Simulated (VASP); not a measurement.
## Fe: single point with PBEsol

Fe:

```
Fe
1.0
     2.43416    0.00000    0.00000
    -1.21708    2.10804    0.00000
     0.00000    0.00000    3.84193
Fe
2
Direct
  0.66667 0.33333 0.75000
  0.33333 0.66667 0.25000
```

```json
{"Program": "VASP 6.6.1", "Task": "single point", "Functional": "PBEsol", "Potentials or basis": "VASP PAW PBE potentials, release 64 (Fe)", "Cutoff": "520 eV", "k mesh": "9 × 9 × 5", "Occupations": "fermi-dirac, width 0.05 eV", "Spin": "non-collinear spin, typed start", "Starting moments": "[[-0.403, 2.704, -0.189], [0.902, -1.301, -0.388]] μB", "Dipole correction": "no", "Further INCAR settings": "ALGO = Normal; EDIFF = 1e-06; NBANDS = 28"}
```

```
Pressure                                              : -2.1 GPa
Band gap on the k mesh                                : zero (band 16 reaches 8.01 eV, above the bottom of band 17 at 6.10 eV)
Net moment                                            : 0.00 μB per cell
Valence electrons inside the program's atomic spheres : Fe 7.60
```

Stress tensor (GPa, compression positive):
```
-2.56  0.00  0.00
 0.00 -2.56  0.00
 0.00  0.00 -1.24
```

Levels at points of the mesh, in eV from the Fermi level:
| k point | band 13 | band 14 | band 15 | band 16 | band 17 | band 18 | band 19 | band 20 |
| --- | --- | --- | --- | --- | --- | --- | --- | --- |
| (0.00, 0.00, 0.00) | -1.30 | -1.30 | -0.94 | -0.94 | -0.94 | -0.94 | 0.50 | 0.50 |

Moments on the atoms (μB; x, y, z):
```
Fe  -0.01  0.02  0.00
Fe   0.01 -0.02  0.00
```

Wall time 9.1 min on 1 thread of Intel(R) Xeon(R) Platinum 8488C (Sapphire Rapids), with other jobs on the host, peak memory 0.4 GiB.

Caveat: the starting moments collapsed, and a magnetic state may lie lower; the PAW data sets were made with another functional, which shifts forces and pressure a little.
